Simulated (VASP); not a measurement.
# As (R-3m) in VASP: single point with LDA

Aim: the single point of As with LDA.

Program: VASP 6.6.1. These are calculated values, not measurements. Logs are shortened: lines on timing, memory, paths and dates and some standing lists are left out, and cuts for length are marked.

### Step 1. The cell of the first run

It takes space group R-3m (No. 166, trigonal). The conventional cell has a = 3.715 Å, b = 3.715 Å, c = 10.410 Å, α = 90.00°, β = 90.00°, γ = 120.00°. Within 3.3 Å of As (site symmetry 3m) lie 6 As at 2.51 to 3.05 Å.

### Step 2. Single point, LDA

Input file INCAR:

```
SYSTEM = As
ALGO = Normal
EDIFF = 1E-6
ENCUT = 510
GGA_COMPAT = .FALSE.
ISIF = 2
ISMEAR = 0
LASPH = .TRUE.
LCHARG = .FALSE.
LREAL = .FALSE.
LWAVE = .FALSE.
NBANDS = 22
NELM = 120
PREC = Accurate
SIGMA = 0.05
```

Input file KPOINTS:

```
k-points
0
G
  8 8 8
  0 0 0
```

Input file POSCAR:

```
As
1.0
    1.8572967915      1.0723109671      3.4701543785
   -1.8572967915      1.0723109671      3.4701543785
    0.0000000000     -2.1446214405      3.4701545311
As
2
Direct
    0.7709746618      0.7709746618      0.7709746618
    0.2290253382      0.2290253382      0.2290253382
```

Potentials or basis: VASP PAW LDA potentials, release 64 (As_d).

The run is started by

```
$ cat potpaw_LDA.64/As_d/POTCAR > POTCAR
$ mpirun -np 1 vasp_std > vasp.out
```

OUTCAR:

```text
SYSTEM = As
   EDIFF = 1E-6
   ENCUT = 510
   ISIF = 2
   ISMEAR = 0
   LASPH = .TRUE.
   LREAL = .FALSE.
   NELM = 120
   PREC = Accurate

 ion  position               nearest neighbor table
   1  0.771  0.771  0.771-   2 2.51   2 2.51   2 2.51
   2  0.229  0.229  0.229-   1 2.51   1 2.51   1 2.51

  LATTYP: Found a trigonal (rhomboedric) cell.
 ALAT       =     4.0793839722
 COS(alpha) =     0.5854246823

  Lattice vectors:

 A1 = (   1.8572967915,   1.0723109671,   3.4701543785)
 A2 = (  -1.8572967915,   1.0723109671,   3.4701543785)
 A3 = (   0.0000000000,  -2.1446214405,   3.4701545311)

Analysis of symmetry for initial positions (statically):
=====================================================================
 Subroutine PRICEL returns:
 Original cell was already a primitive cell.

 Routine SETGRP: Setting up the symmetry group for a
 trigonal (rhombohedral) supercell.

 Subroutine GETGRP returns: Found 12 space group operations
 (whereof 12 operations were pure point group operations)
 out of a pool of 12 trial point group operations.

The static configuration has the point symmetry D_3d.

Analysis of symmetry for dynamics (positions and initial velocities):
=====================================================================
 Subroutine PRICEL returns:
 Original cell was already a primitive cell.

 Routine SETGRP: Setting up the symmetry group for a
 trigonal (rhombohedral) supercell.

 Subroutine GETGRP returns: Found 12 space group operations
 (whereof 12 operations were pure point group operations)
 out of a pool of 12 trial point group operations.

The dynamic configuration has the point symmetry D_3d.

 Subroutine INISYM returns: Found 12 space group operations
 (whereof 12 operations are pure point group operations),
 and found     1 'primitive' translations

----------------------------------------------------------------------------------------

                                     Primitive cell

  volume of cell :      41.4669

  direct lattice vectors                    reciprocal lattice vectors
     1.857296792  1.072310967  3.470154379     0.269208455  0.155427579  0.096057197
    -1.857296792  1.072310967  3.470154379    -0.269208455  0.155427579  0.096057197
     0.000000000 -2.144621440  3.470154531     0.000000000 -0.310855144  0.096057219

  length of vectors
     4.079383972  4.079383972  4.079383972     0.325358125  0.325358125  0.325358125

  position of ions in fractional coordinates (direct lattice)
     0.770974662  0.770974662  0.770974662
     0.229025338  0.229025338  0.229025338

  ion indices of the primitive-cell ions
   primitive index   ion index
                 1           1
                 2           2

----------------------------------------------------------------------------------------

 KPOINTS: k-points

Automatic generation of k-mesh.
 Grid dimensions read from file:
 generate k-points for:    8    8    8

 Generating k-lattice:

  Cartesian coordinates                     Fractional coordinates (reciprocal lattice)
     0.033651057  0.019428447  0.012007150     0.125000000  0.000000000  0.000000000
    -0.033651057  0.019428447  0.012007150     0.000000000  0.125000000  0.000000000
     0.000000000 -0.038856893  0.012007152    -0.000000000 -0.000000000  0.125000000

  Length of vectors
     0.040669766  0.040669766  0.040669766

  Shift w.r.t. Gamma in fractional coordinates (k-lattice)
     0.000000000  0.000000000  0.000000000

 Subroutine IBZKPT returns following result:
 ===========================================

 Found     65 irreducible k-points:

 Following reciprocal coordinates:
            Coordinates               Weight
  0.000000  0.000000  0.000000      1.000000
  0.125000  0.000000  0.000000      6.000000
  0.250000  0.000000  0.000000      6.000000
  0.375000  0.000000  0.000000      6.000000
  0.500000  0.000000  0.000000      3.000000
  0.125000  0.125000  0.000000      6.000000
[... 16 lines left out ...]
  0.250000  0.125000  0.125000      6.000000
  0.375000  0.125000  0.125000      6.000000
 [... further k-points ...]
   k-points           NKPTS =     65   k-points in BZ     NKDIM =     65   number of bands    NBANDS=     22
   number of dos      NEDOS =    301   number of ions     NIONS =      2
   total plane-waves  NPLWV =  27000
   dimension x,y,z NGX =    30 NGY =   30 NGZ =   30
   dimension x,y,z NGXF=    60 NGYF=   60 NGZF=   60
   ions per type =               2
   NGX,Y,Z   is equivalent  to a cutoff of  12.23, 12.23, 12.23 a.u.
   NGXF,Y,Z  is equivalent  to a cutoff of  24.45, 24.45, 24.45 a.u.
 SYSTEM =  As
   PREC   = accura    normal or accurate (medium, high low for compatibility)
   ISTART =      0    job   : 0-new  1-cont  2-samecut
   ICHARG =      2    charge: 1-file 2-atom 10-const
   ISPIN  =      1    spin polarized calculation?
   LNONCOLLINEAR =      F non collinear calculations
   LSORBIT =      F    spin-orbit coupling
   LASPH  =      T    aspherical Exc in radial PAW
   ENCUT  =  510.0 eV  37.48 Ry    6.12 a.u.   7.51  7.51  7.51*2*pi/ulx,y,z
   NELM   =    120;   NELMIN=  2; NELMDL= -5     # of ELM steps
   EDIFF  = 0.1E-05   stopping-criterion for ELM
   LREAL  =      F    real-space projection
   EDIFFG = 0.1E-04   stopping-criterion for IOM
   NSW    =      0    number of steps for IOM
   IBRION =     -1    ionic relax: 0-MD 1-quasi-New 2-CG
   NFREE  =      0    steps in history (QN), initial steepest desc. (CG)
   ISIF   =      2    stress and relaxation
   ISYM   =      2    0-nonsym 1-usesym 2-fastsym
   POTIM  = 0.5000    time-step for ionic-motion
   TEBEG  =    0.0;   TEEND  =   0.0 temperature during run
   PSTRESS=    0.0 pullay stress
   NELECT =      30.0000    total number of electrons
   NUPDOWN=      -1.0000    fix difference up-down
   EMIN   =  10.00;   EMAX   =-10.00  energy-range for DOS
   EFERMI =   0.00;   METHOD = LEGACY
   ISMEAR =     0;   SIGMA  =   0.05  broadening in eV -4-tet -1-fermi 0-gaus
   EFERMI_NEDOS =   21; number of points for ismear=-14 and -15
   IALGO  =     38    algorithm
   IMIX   =      4    mixing-type and parameters
     AMIX     =   0.40;   BMIX     =  1.00
     AMIX_MAG =   1.60;   BMIX_MAG =  1.00
  volume/ion in A,a.u.               =      20.73       139.92
  Fermi-wavevector in a.u.,A,eV,Ry     =   1.469652  2.777240 29.386919  2.159878
  Thomas-Fermi vector in A             =   2.585004
   LORBIT       =      0    0 simple, 1 ext, 2 COOP (PROOUT), +10 PAW based schemes
   GGA     = CA    functional components
   LHFCALC =     F    Hartree Fock is set to
   AEXX    =    0.0000 exact exchange contribution
   IVDW    =     0    specifies the selected vdW correction
   LEPSILON=     F    determine dielectric tensor
   LRPA    =     F    only Hartree local field effects (RPA)
 non-spin polarized calculation
 Gauss-broadening in eV      SIGMA  =   0.05
  energy-cutoff  :      510.00
  volume of cell :       41.47
 maximum number of plane-waves:      1099
   NGX = 15   NGY = 15   NGZ = 15

 number of electron      30.0000009 magnetization

 Free energy of the ion-electron system (eV)
  ---------------------------------------------------
  ext. energy  EPLUGINS =         0.00000000
  ---------------------------------------------------
  free energy    TOTEN  =       -10.78225480 eV

  energy without entropy =      -10.78222710  energy(sigma->0) =      -10.78224095

 E-fermi :   4.2471     XC(G=0): -11.1898

 val. band max:        4.1579957477   @ k =   0.3750   0.1250   0.1250
 cond. band min:       4.3362370722   @ k =   0.3750   0.1250   0.1250
 fundamental gap:      0.1782413245
 Fermi energy:         4.2471070181

 k-point     1 :       0.0000    0.0000    0.0000
  band No.  band energies     occupation
      1     -32.3437      2.00000
      2     -32.3437      2.00000
      3     -32.2936      2.00000
      4     -32.2936      2.00000
      5     -32.2685      2.00000
      6     -32.2230      2.00000
[... 14 lines left out ...]
     21      11.1683      0.00000
     22      12.9308      0.00000

 k-point     2 :       0.1250    0.0000    0.0000
  band No.  band energies     occupation
      1     -32.3413      2.00000
      2     -32.3386      2.00000
      3     -32.2921      2.00000
      4     -32.2903      2.00000
      5     -32.2668      2.00000
      6     -32.2253      2.00000
[... 14 lines left out ...]
     21      10.9046      0.00000
     22      14.2693      0.00000

 k-point     3 :       0.2500    0.0000    0.0000
  band No.  band energies     occupation
      1     -32.3351      2.00000
      2     -32.3244      2.00000
      3     -32.2883      2.00000
      4     -32.2811      2.00000
      5     -32.2618      2.00000
      6     -32.2320      2.00000
[... 14 lines left out ...]
     21      12.0093      0.00000
     22      16.5366      0.00000

 k-point     4 :       0.3750    0.0000    0.0000
  band No.  band energies     occupation
      1     -32.3282      2.00000
      2     -32.3050      2.00000
      3     -32.2837      2.00000
      4     -32.2685      2.00000
      5     -32.2547      2.00000
      6     -32.2419      2.00000
[... 14 lines left out ...]
     21      14.1534      0.00000
     22      15.7508      0.00000

 k-point     5 :       0.5000    0.0000    0.0000
  band No.  band energies     occupation
      1     -32.3250      2.00000
      2     -32.2939      2.00000
      3     -32.2783      2.00000
      4     -32.2575      2.00000
      5     -32.2575      2.00000
      6     -32.2516      2.00000
[... 417 lines left out ...]
 k-point    22 :       0.1250    0.1250    0.1250
  band No.  band energies     occupation
      1     -32.3415      2.00000
      2     -32.3415      2.00000
      3     -32.2928      2.00000
      4     -32.2928      2.00000
      5     -32.2677      2.00000
      6     -32.2236      2.00000
[... 14 lines left out ...]
     21      11.1306      0.00000
     22      13.7808      0.00000

 k-point    23 :       0.2500    0.1250    0.1250
  band No.  band energies     occupation
      1     -32.3376      2.00000
      2     -32.3359      2.00000
      3     -32.2903      2.00000
      4     -32.2895      2.00000
      5     -32.2658      2.00000
      6     -32.2255      2.00000
[... 14 lines left out ...]
     21      11.5719      0.00000
     22      13.6729      0.00000

 k-point    24 :       0.3750    0.1250    0.1250
  band No.  band energies     occupation
      1     -32.3292      2.00000
      2     -32.3248      2.00000
      3     -32.2861      2.00000
      4     -32.2806      2.00000
      5     -32.2615      2.00000
      6     -32.2315      2.00000
[... 14 lines left out ...]
     21      12.5051      0.00000
     22      15.3887      0.00000

 [... further k-points ...]
[... 5 lines left out ...]
  --------------------------------------------------------------------------------------
  -------------------------------------------------------------------------------------
  Total        0.2256329      0.2256329     -0.3212138      0.0000000     -0.0000000      0.0000000
  in kB        8.7178832      8.7178832    -12.4108828      0.0000000     -0.0000010      0.0000000
  external PRESSURE =       1.6749612 kB  Pullay stress =       0.0000000 kB

 VOLUME and BASIS-vectors are now :
 -----------------------------------------------------------------------------
  energy-cutoff  :      510.00
  volume of cell :       41.47
      direct lattice vectors                 reciprocal lattice vectors
     1.857296792  1.072310967  3.470154379     0.269208455  0.155427579  0.096057197
    -1.857296792  1.072310967  3.470154379    -0.269208455  0.155427579  0.096057197
     0.000000000 -2.144621440  3.470154531     0.000000000 -0.310855144  0.096057219

 POSITION                                       TOTAL-FORCE (eV/Angst)
 -----------------------------------------------------------------------------------
      0.00000      0.00000      8.02620         0.000000     -0.000000     -0.026028
      0.00000      0.00000      2.38426         0.000000      0.000000      0.026028
 -----------------------------------------------------------------------------------
    total drift:                               -0.000000      0.000000     -0.000000

  FREE ENERGIE OF THE ION-ELECTRON SYSTEM (eV)
  ---------------------------------------------------
  free  energy   TOTEN  =       -10.7822548043 eV

  energy  without entropy=      -10.7822271017  energy(sigma->0) =      -10.78224095
```

It took 54 s on 1 thread of AMD EPYC 7R43 (Zen 3), shared host; peak memory 0.14 GiB.

What came out:

```yaml
Free_energy: -10.7823 eV
Pressure: 0.2 GPa
Largest_force: 0.026 eV/Å
Band_gap_on_the_k_mesh: zero (bands 15 and 16 overlap by 0.62 eV)
```

Forces in eV/Å, atoms in the order of the input:
```
As   0.000  0.000 -0.026
As   0.000  0.000  0.026
```

Levels at points of the mesh, in eV from the Fermi level:
| k point | band 12 | band 13 | band 14 | band 15 | band 16 | band 17 | band 18 | band 19 |
| --- | --- | --- | --- | --- | --- | --- | --- | --- |
| (0.00, 0.00, 0.00) | -5.91 | -2.92 | -2.09 | -2.09 | 1.78 | 2.88 | 2.88 | 6.67 |
| (0.50, 0.00, 0.00) | -11.45 | -2.96 | -2.85 | -0.51 | -0.48 | -0.14 | 0.95 | 8.80 |
| (0.50, 0.50, 0.00) | -9.86 | -6.46 | -4.65 | -4.32 | 1.36 | 5.39 | 6.63 | 7.27 |
| (0.50, 0.50, 0.50) | -10.58 | -1.77 | -1.77 | -0.56 | 0.51 | 0.51 | 1.68 | 8.00 |

The gap in the log of VASP goes by the Fermi energy; the results here count the filled bands.